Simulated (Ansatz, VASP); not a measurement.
## ZnS: VASP beside Ansatz

```
Zn S
1.0
     1.90307    1.09874    9.35195
    -1.90307    1.09874    9.35195
     0.00000   -2.19748    9.35195
Zn S
3 3
Direct
  0.99997 0.99997 0.99997
  0.22227 0.22227 0.22227
  0.44461 0.44461 0.44461
  0.08327 0.08327 0.08327
  0.52784 0.52784 0.52784
  0.30536 0.30536 0.30536
```

Alike in both runs: task single point; functional LDA; k mesh 6 × 6 × 6; no spin polarisation.

|  | VASP | Ansatz |
| --- | --- | --- |
| version | VASP 6.6.1 | Ansatz 0.2.0 |
| potentials or method | VASP PAW LDA potentials, release 64 (Zn, S), cutoff 520 eV | plane waves, PAW |
| occupations | gaussian, width 0.01 eV | fixed |
| valence electrons in the cell | 54 | 54 |

|  | VASP | Ansatz | Ansatz less VASP |
| --- | --- | --- | --- |
| pressure (GPa) | -3.7 | -3.9 | -0.21 |

LDA's correlation is that of Perdew and Zunger in VASP and of Perdew and Wang (1992) in Ansatz. Ansatz's warnings: stress scf threshold loose.
